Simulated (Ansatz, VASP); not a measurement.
B: VASP beside Ansatz

```
CELL_PARAMETERS angstrom
-1.16915 1.16915 1.16915
1.16915 -1.16915 1.16915
1.16915 1.16915 -1.16915
ATOMIC_POSITIONS crystal
B 0.00000 0.00000 0.00000
```

Alike in both runs: task single point; functional PBE; k mesh 21 × 21 × 21; occupations fermi-dirac, width 0.1 eV; no spin polarisation.

```csv
,VASP,Ansatz
version,VASP 6.6.1,Ansatz 0.2.0
potentials or method,"VASP PAW PBE potentials, release 64 (B), cutoff 520 eV","plane waves (420 eV) with PAW, scalar-relativistic"
valence electrons in the cell,3,3
```

VASP gave:

* pressure (GPa): -8.3

Task: Estimate Ansatz's values.

Result: Pressure (GPa): -8.1.
